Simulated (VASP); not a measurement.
# KF (Fm-3m) in VASP: notebook, part 2 of 3

VASP 6.6.1.

## Step 3: Single point, r2SCAN

This run uses another cell than the first one, of 17.93 Å³/atom.

POSCAR reads:

```
KF
1.0
    0.0000000000      2.6173071446      2.6173071446
    2.6173071446      0.0000000000      2.6173071446
    2.6173071446      2.6173071446      0.0000000000
K F
1 1
Direct
    0.0000000000      0.0000000000      0.0000000000
    0.5000000000      0.5000000000      0.5000000000
```

INCAR.step1 reads:

```
PREC = Accurate
ENCUT = 520
ISMEAR = -1
SIGMA = 0.05
LREAL = False
LASPH = True
NELM = 80
NBANDS = 15
GGA = PE
ALGO = Normal
EDIFF = 1E-4
LWAVE = True
LCHARG = False
```

INCAR.step2 reads:

```
PREC = Accurate
ENCUT = 520
EDIFF = 1E-6
ISMEAR = -1
SIGMA = 0.05
LREAL = False
LASPH = True
NELM = 80
ALGO = Normal
ISIF = 2
LWAVE = False
LCHARG = True
METAGGA = R2SCAN
LMIXTAU = True
LELF = True
LVHAR = True
NBANDS = 15
ISTART = 1
```

KPOINTS reads:

```
Automatic mesh
0
Gamma
  9 9 9
```

Potentials or basis: VASP PAW PBE potentials, release 64 (K_sv, F).

Command:

```console
cat potpaw_PBE.64/K_sv/POTCAR potpaw_PBE.64/F/POTCAR > POTCAR
cp INCAR.step1 INCAR
mpirun -np 1 vasp_std > vasp.out
cp INCAR.step2 INCAR
mpirun -np 1 vasp_std > vasp.out
```

OUTCAR:

```text
PREC = Accurate
   ENCUT = 520
   EDIFF = 1E-6
   ISMEAR = -1
   LREAL = False
   LASPH = True
   NELM = 80
   ISIF = 2
   METAGGA = R2SCAN
   ISTART = 1

 ion  position               nearest neighbor table
   1  0.000  0.000  0.000-   2 2.62   2 2.62   2 2.62   2 2.62   2 2.62   2 2.62
   2  0.500  0.500  0.500-   1 2.62   1 2.62   1 2.62   1 2.62   1 2.62   1 2.62

  LATTYP: Found a face centered cubic cell.
 ALAT       =     5.2346142892

  Lattice vectors:

 A1 = (   0.0000000000,   2.6173071446,   2.6173071446)
 A2 = (   2.6173071446,   0.0000000000,   2.6173071446)
 A3 = (   2.6173071446,   2.6173071446,   0.0000000000)

Analysis of symmetry for initial positions (statically):
=====================================================================
 Subroutine PRICEL returns:
 Original cell was already a primitive cell.

 Routine SETGRP: Setting up the symmetry group for a
 face centered cubic supercell.

 Subroutine GETGRP returns: Found 48 space group operations
 (whereof 48 operations were pure point group operations)
 out of a pool of 48 trial point group operations.

The static configuration has the point symmetry O_h .

Analysis of symmetry for dynamics (positions and initial velocities):
=====================================================================
 Subroutine PRICEL returns:
 Original cell was already a primitive cell.

 Routine SETGRP: Setting up the symmetry group for a
 face centered cubic supercell.

 Subroutine GETGRP returns: Found 48 space group operations
 (whereof 48 operations were pure point group operations)
 out of a pool of 48 trial point group operations.

The dynamic configuration has the point symmetry O_h .

 Subroutine INISYM returns: Found 48 space group operations
 (whereof 48 operations are pure point group operations),
 and found     1 'primitive' translations

----------------------------------------------------------------------------------------

[... 120 lines left out ...]
   IVDW    =     0    specifies the selected vdW correction
   LEPSILON=     F    determine dielectric tensor
   LRPA    =     F    only Hartree local field effects (RPA)
 non-spin polarized calculation
  energy-cutoff  :      520.00
  volume of cell :       35.86
 maximum number of plane-waves:       981
   NGX = 13   NGY = 13   NGZ = 13

 number of electron      16.0000013 magnetization

 Free energy of the ion-electron system (eV)
  ---------------------------------------------------
  ext. energy  EPLUGINS =         0.00000000
  ---------------------------------------------------
  free energy    TOTEN  =       -14.96081262 eV

  energy without entropy =      -14.96081262  energy(sigma->0) =      -14.96081262

 E-fermi :  -1.9996     XC(G=0):  -9.2136

 val. band max:       -3.1809043626   @ k =   0.0000   0.0000   0.0000
 cond. band min:       3.9923051604   @ k =   0.0000   0.0000   0.0000
 fundamental gap:      7.1732095230
 Fermi energy:        -1.9995635660

 k-point     1 :       0.0000    0.0000    0.0000
  band No.  band energies     occupation
      1     -30.1373      2.00000
      2     -23.0017      2.00000
      3     -12.5720      2.00000
      4     -12.5720      2.00000
      5     -12.5720      2.00000
      6      -3.1809      2.00000
      7      -3.1809      2.00000
      8      -3.1809      2.00000
      9       3.9923      0.00000
     10       8.4376      0.00000
     11       8.4376      0.00000
     12       8.4376      0.00000
     13      10.3877      0.00000
     14      10.3877      0.00000
[... 401 lines left out ...]
      2     -23.0448      2.00000
      3     -13.2043      2.00000
      4     -12.8171      2.00000
      5     -12.8171      2.00000
      6      -3.3894      2.00000
      7      -3.2196      2.00000
      8      -3.2196      2.00000
      9       5.6824      0.00000
     10       8.1604      0.00000
     11       9.8904      0.00000
     12      11.7289      0.00000
     13      12.1431      0.00000
     14      12.1431      0.00000
     15      14.9233      0.00000

 [... further k-points ...]

------------------------ aborting loop because EDIFF is reached ----------------------------------------

  FORCE on cell =-STRESS in cart. coord.  units (eV):
  Direction    XX          YY          ZZ          XY          YZ          ZX
  --------------------------------------------------------------------------------------
  -------------------------------------------------------------------------------------
  Total        0.4222655      0.4222655      0.4222655     -0.0000000     -0.0000000     -0.0000000
  in kB       18.8669689     18.8669689     18.8669689     -0.0000000     -0.0000000     -0.0000000
  external PRESSURE =      18.8669689 kB  Pullay stress =       0.0000000 kB

 VOLUME and BASIS-vectors are now :
 -----------------------------------------------------------------------------
  energy-cutoff  :      520.00
  volume of cell :       35.86
      direct lattice vectors                 reciprocal lattice vectors
     0.000000000  2.617307145  2.617307145    -0.191036043  0.191036043  0.191036043
     2.617307145  0.000000000  2.617307145     0.191036043 -0.191036043  0.191036043
     2.617307145  2.617307145  0.000000000     0.191036043  0.191036043 -0.191036043

 POSITION                                       TOTAL-FORCE (eV/Angst)
 -----------------------------------------------------------------------------------
      0.00000      0.00000      0.00000        -0.000000     -0.000000     -0.000000
      2.61731      2.61731      2.61731         0.000000      0.000000      0.000000
 -----------------------------------------------------------------------------------
    total drift:                                0.000000      0.000000      0.000000

  FREE ENERGIE OF THE ION-ELECTRON SYSTEM (eV)
  ---------------------------------------------------
  free  energy   TOTEN  =       -14.9608126164 eV

  energy  without entropy=      -14.9608126163  energy(sigma->0) =      -14.96081262
```

Wall time 100 s (1 thread of Intel Xeon 8259CL, shared host); peak memory 0.17 GiB.

What came out:

```
Free energy            : -14.9608 eV
Pressure               : 1.9 GPa
Band gap on the k mesh : 7.17 eV
```

Levels at points of the mesh, in eV from the valence-band top:
| k point | band 5 | band 6 | band 7 | band 8 | band 9 | band 10 | band 11 | band 12 |
| --- | --- | --- | --- | --- | --- | --- | --- | --- |
| (0.00, 0.00, 0.00) | -9.39 | 0.00 | 0.00 | 0.00 | 7.17 | 11.62 | 11.62 | 11.62 |

Caveat: the PAW data sets were made with another functional, which shifts forces and pressure a little; an odd mesh through Γ misses points on the zone boundary, where band edges can lie.

## Step 4: Single point, r2SCAN

This run uses another cell than the first one, of 18.31 Å³/atom.

POSCAR reads:

```
KF
1.0
    0.0000000000      2.6357394923      2.6357394923
    2.6357394923      0.0000000000      2.6357394923
    2.6357394923      2.6357394923      0.0000000000
K F
1 1
Direct
    0.0000000000      0.0000000000      0.0000000000
    0.5000000000      0.5000000000      0.5000000000
```

INCAR.step1 reads:

```
PREC = Accurate ; ENCUT = 520
ISMEAR = -1 ; SIGMA = 0.05
LREAL = F ; LASPH = T
NELM = 80 ; NBANDS = 15
GGA = PE ; ALGO = Normal
EDIFF = 1E-4 ; LWAVE = T
LCHARG = F
```

INCAR.step2 reads:

```
PREC = Accurate ; ENCUT = 520
EDIFF = 1E-6 ; ISMEAR = -1
SIGMA = 0.05 ; LREAL = F
LASPH = T ; NELM = 80
ALGO = Normal ; ISIF = 2
LWAVE = F ; LCHARG = F
METAGGA = R2SCAN ; LMIXTAU = T
NBANDS = 15 ; ISTART = 1
```

KPOINTS is that of step 3.

Potentials or basis: VASP PAW PBE potentials, release 64 (K_sv, F).

Command:

```console
cat potpaw_PBE.64/K_sv/POTCAR potpaw_PBE.64/F/POTCAR > POTCAR
cp INCAR.step1 INCAR
mpirun -np 1 vasp_std > vasp.out
cp INCAR.step2 INCAR
mpirun -np 1 vasp_std > vasp.out
```

OUTCAR:

```text
PREC = Accurate
   ENCUT = 520
   EDIFF = 1E-6
   ISMEAR = -1
   LREAL = F
   LASPH = T
   NELM = 80
   ISIF = 2
   METAGGA = R2SCAN
   ISTART = 1

 ion  position               nearest neighbor table
   1  0.000  0.000  0.000-   2 2.64   2 2.64   2 2.64   2 2.64   2 2.64   2 2.64
   2  0.500  0.500  0.500-   1 2.64   1 2.64   1 2.64   1 2.64   1 2.64   1 2.64

  LATTYP: Found a face centered cubic cell.
 ALAT       =     5.2714789846

  Lattice vectors:

 A1 = (   0.0000000000,   2.6357394923,   2.6357394923)
 A2 = (   2.6357394923,   0.0000000000,   2.6357394923)
 A3 = (   2.6357394923,   2.6357394923,   0.0000000000)

Analysis of symmetry for initial positions (statically):
=====================================================================
 Subroutine PRICEL returns:
 Original cell was already a primitive cell.

 Routine SETGRP: Setting up the symmetry group for a
 face centered cubic supercell.

 Subroutine GETGRP returns: Found 48 space group operations
 (whereof 48 operations were pure point group operations)
 out of a pool of 48 trial point group operations.

The static configuration has the point symmetry O_h .

Analysis of symmetry for dynamics (positions and initial velocities):
=====================================================================
 Subroutine PRICEL returns:
 Original cell was already a primitive cell.

 Routine SETGRP: Setting up the symmetry group for a
 face centered cubic supercell.

 Subroutine GETGRP returns: Found 48 space group operations
 (whereof 48 operations were pure point group operations)
 out of a pool of 48 trial point group operations.

The dynamic configuration has the point symmetry O_h .

 Subroutine INISYM returns: Found 48 space group operations
 (whereof 48 operations are pure point group operations),
 and found     1 'primitive' translations

----------------------------------------------------------------------------------------

                                     Primitive cell

  volume of cell :      36.6216

  direct lattice vectors                    reciprocal lattice vectors
     0.000000000  2.635739492  2.635739492    -0.189700083  0.189700083  0.189700083
[... 118 lines left out ...]
  energy-cutoff  :      520.00
  volume of cell :       36.62
 maximum number of plane-waves:      1002
   NGX = 13   NGY = 13   NGZ = 13

 number of electron      16.0000016 magnetization

 Free energy of the ion-electron system (eV)
  ---------------------------------------------------
  ext. energy  EPLUGINS =         0.00000000
  ---------------------------------------------------
  free energy    TOTEN  =       -14.96871208 eV

  energy without entropy =      -14.96871208  energy(sigma->0) =      -14.96871208

 E-fermi :  -2.0362     XC(G=0):  -9.1056

 val. band max:       -3.2407627809   @ k =   0.0000   0.0000   0.0000
 cond. band min:       3.8123842174   @ k =   0.0000   0.0000   0.0000
 fundamental gap:      7.0531469982
 Fermi energy:        -2.0361903129

 k-point     1 :       0.0000    0.0000    0.0000
  band No.  band energies     occupation
      1     -30.2520      2.00000
      2     -23.0511      2.00000
      3     -12.7055      2.00000
      4     -12.7055      2.00000
      5     -12.7055      2.00000
      6      -3.2408      2.00000
      7      -3.2408      2.00000
      8      -3.2408      2.00000
      9       3.8124      0.00000
     10       8.3224      0.00000
     11       8.3224      0.00000
     12       8.3224      0.00000
     13      10.2417      0.00000
     14      10.2417      0.00000
[... 401 lines left out ...]
      2     -23.0867      2.00000
      3     -13.2971      2.00000
      4     -12.9347      2.00000
      5     -12.9347      2.00000
      6      -3.4606      2.00000
      7      -3.2851      2.00000
      8      -3.2851      2.00000
      9       5.6084      0.00000
     10       7.9674      0.00000
     11       9.6633      0.00000
     12      11.5566      0.00000
     13      11.9526      0.00000
     14      11.9526      0.00000
     15      14.6070      0.00000

 [... further k-points ...]

------------------------ aborting loop because EDIFF is reached ----------------------------------------

  FORCE on cell =-STRESS in cart. coord.  units (eV):
  Direction    XX          YY          ZZ          XY          YZ          ZX
  --------------------------------------------------------------------------------------
  -------------------------------------------------------------------------------------
  Total        0.2237423      0.2237423      0.2237423      0.0000000      0.0000000      0.0000000
  in kB        9.7886145      9.7886145      9.7886145      0.0000000      0.0000000      0.0000000
  external PRESSURE =       9.7886145 kB  Pullay stress =       0.0000000 kB

 VOLUME and BASIS-vectors are now :
 -----------------------------------------------------------------------------
  energy-cutoff  :      520.00
  volume of cell :       36.62
      direct lattice vectors                 reciprocal lattice vectors
     0.000000000  2.635739492  2.635739492    -0.189700083  0.189700083  0.189700083
     2.635739492  0.000000000  2.635739492     0.189700083 -0.189700083  0.189700083
     2.635739492  2.635739492  0.000000000     0.189700083  0.189700083 -0.189700083

 POSITION                                       TOTAL-FORCE (eV/Angst)
 -----------------------------------------------------------------------------------
      0.00000      0.00000      0.00000        -0.000000     -0.000000     -0.000000
      2.63574      2.63574      2.63574         0.000000      0.000000      0.000000
 -----------------------------------------------------------------------------------
    total drift:                                0.000000      0.000000      0.000000

  FREE ENERGIE OF THE ION-ELECTRON SYSTEM (eV)
  ---------------------------------------------------
  free  energy   TOTEN  =       -14.9687120797 eV

  energy  without entropy=      -14.9687120797  energy(sigma->0) =      -14.96871208
```

OUTCAR.step1:

```text
PREC = Accurate
   ENCUT = 520
   ISMEAR = -1
   LREAL = F
   LASPH = T
   NELM = 80
[... 650 lines left out ...]
 -----------------------------------------------------------------------------------
      0.00000      0.00000      0.00000        -0.000000     -0.000000      0.000000
      2.63574      2.63574      2.63574         0.000000      0.000000     -0.000000
 -----------------------------------------------------------------------------------
    total drift:                                0.000000      0.000000      0.000000

  FREE ENERGIE OF THE ION-ELECTRON SYSTEM (eV)
  ---------------------------------------------------
  free  energy   TOTEN  =        -8.2671765791 eV

  energy  without entropy=       -8.2671765791  energy(sigma->0) =       -8.26717658
```

Wall time 1.8 min (1 thread of Intel Xeon 8259CL, shared host); peak memory 0.17 GiB.

What came out:

* Free energy: -14.9687 eV
* Pressure: 1.0 GPa
* Band gap on the k mesh: 7.05 eV

Caveat: the PAW data sets were made with another functional, which shifts forces and pressure a little; an odd mesh through Γ misses points on the zone boundary, where band edges can lie.

## Step 5: Single point, r2SCAN

This run uses another cell than the first one, of 18.69 Å³/atom.

POSCAR reads:

```
KF
1.0
    0.0000000000      2.6539175805      2.6539175805
    2.6539175805      0.0000000000      2.6539175805
    2.6539175805      2.6539175805      0.0000000000
K F
1 1
Direct
    0.0000000000      0.0000000000      0.0000000000
    0.5000000000      0.5000000000      0.5000000000
```

INCAR.step1 reads:

```
SYSTEM = KF
PREC = Accurate ; ENCUT = 520
ISMEAR = -1 ; SIGMA = 0.05
LREAL = .False. ; LASPH = .True.
NELM = 100 ; NBANDS = 15
GGA = PE ; ALGO = Normal
EDIFF = 1E-4 ; LWAVE = .True.
LCHARG = .False.
```

INCAR.step2 reads:

```
SYSTEM = KF
PREC = Accurate ; ENCUT = 520
EDIFF = 1E-7 ; ISMEAR = -1
SIGMA = 0.05 ; LREAL = .False.
LASPH = .True. ; NELM = 100
ALGO = Normal ; ISIF = 2
LWAVE = .False. ; LCHARG = .False.
METAGGA = R2SCAN ; LMIXTAU = .True.
NBANDS = 15 ; ISTART = 1
```

KPOINTS reads:

```
regular mesh
0
Gamma
  9 9 9
  0 0 0
```

Command:

```console
cat potpaw_PBE.64/K_sv/POTCAR potpaw_PBE.64/F/POTCAR > POTCAR
cp INCAR.step1 INCAR
mpirun -np 1 vasp_std > vasp.out
cp INCAR.step2 INCAR
mpirun -np 1 vasp_std > vasp.out
```

It took 2.2 min on 1 thread of Intel Xeon 8259CL, shared host; peak memory 0.17 GiB.

Results (log left out):

| Property | Result |
| --- | --- |
| Free energy | -14.9726 eV |
| Pressure | 0.2 GPa |
| Band gap on the k mesh | 6.94 eV |

Levels at points of the mesh, in eV from the valence-band top:
```tsv
k point	band 5	band 6	band 7	band 8	band 9	band 10	band 11	band 12
(0.00, 0.00, 0.00)	-9.54	0.00	0.00	0.00	6.94	11.51	11.51	11.51
```

Caveat: the PAW data sets were made with another functional, which shifts forces and pressure a little; an odd mesh through Γ misses points on the zone boundary, where band edges can lie.

[end of part 2 of 3]
